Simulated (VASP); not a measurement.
Wanted: the native input for a VASP 6.6.1 run.

```yaml
Task: single point
Functional: r2SCAN
Potentials_or_basis: VASP PAW PBE potentials, release 64 (Lu, Ti_sv, S)
Cutoff: 520 eV
k_mesh: 7 × 4 × 7
Occupations: fermi-dirac, width 0.1 eV
Spin: no spin polarisation
Dipole_correction: no
Further_INCAR_settings: ALGO = Normal; EDIFF = 1e-07; NBANDS = 59
```

LuTiS2:

```
CELL_PARAMETERS angstrom
4.45691 0.00000 0.00000
0.00000 8.71585 0.00000
0.03378 0.00000 4.46034
ATOMIC_POSITIONS crystal
Lu 0.75000 0.19760 0.25000
Lu 0.25000 0.80240 0.75000
Ti 0.75000 0.59380 0.25000
Ti 0.25000 0.40620 0.75000
S 0.75000 0.84900 0.25000
S 0.25000 0.15100 0.75000
S 0.25000 0.50000 0.25000
S 0.75000 0.50000 0.75000
```

One way to write it, as run:

POSCAR

```
LuTiS2
1.0
    4.4569143700      0.0000000000      0.0000000000
    0.0000000000      8.7158533500      0.0000000000
    0.0337831900      0.0000000000      4.4603375900
Lu Ti S
2 2 4
Direct
    0.7500000000      0.1976000000      0.2500000000
    0.2500000000      0.8024000000      0.7500000000
    0.7500000000      0.5938000000      0.2500000000
    0.2500000000      0.4062000000      0.7500000000
    0.7500000000      0.8490000000      0.2500000000
    0.2500000000      0.1510000000      0.7500000000
    0.2500000000      0.5000000000      0.2500000000
    0.7500000000      0.5000000000      0.7500000000
```

INCAR.step1

```
  PREC = Accurate
  ENCUT = 520
  ISMEAR = -1
  SIGMA = 0.1
  LREAL = False
  LASPH = True
  NELM = 80
  NBANDS = 59
  GGA = PE
  ALGO = Normal
  EDIFF = 1E-4
  LWAVE = True
  LCHARG = False
  KPAR = 4
```

INCAR.step2

```
  PREC = Accurate
  ENCUT = 520
  EDIFF = 1E-7
  ISMEAR = -1
  SIGMA = 0.1
  LREAL = False
  LASPH = True
  NELM = 80
  ALGO = Normal
  ISIF = 2
  LWAVE = False
  LCHARG = True
  METAGGA = R2SCAN
  LMIXTAU = True
  LVHAR = True
  NBANDS = 59
  ISTART = 1
  KPAR = 4
```

KPOINTS

```
Automatic mesh
0
Gamma
  7 4 7
```

Potentials or basis: VASP PAW PBE potentials, release 64 (Lu, Ti_sv, S).

Launch:

```bash
$ cat potpaw_PBE.64/Lu/POTCAR potpaw_PBE.64/Ti_sv/POTCAR potpaw_PBE.64/S/POTCAR > POTCAR
$ cp INCAR.step1 INCAR
$ mpirun -np 4 vasp_std > vasp.out
$ cp INCAR.step2 INCAR
$ mpirun -np 4 vasp_std > vasp.out
```

Results of the run:

- Pressure: -3.6 GPa
- Largest force: 2.197 eV/Å
- Band gap on the k mesh: zero (band 49 reaches 6.73 eV, above the bottom of band 50 at 5.47 eV)

Caveat: the PAW data sets were made with another functional, which shifts forces and pressure a little; spin-orbit coupling is left out, which moves the levels of the heavy elements.

Wall time 16 min on 4 MPI ranks on Intel(R) Xeon(R) Platinum 8488C (Sapphire Rapids) (shared host), peak memory 0.79 GiB a rank.
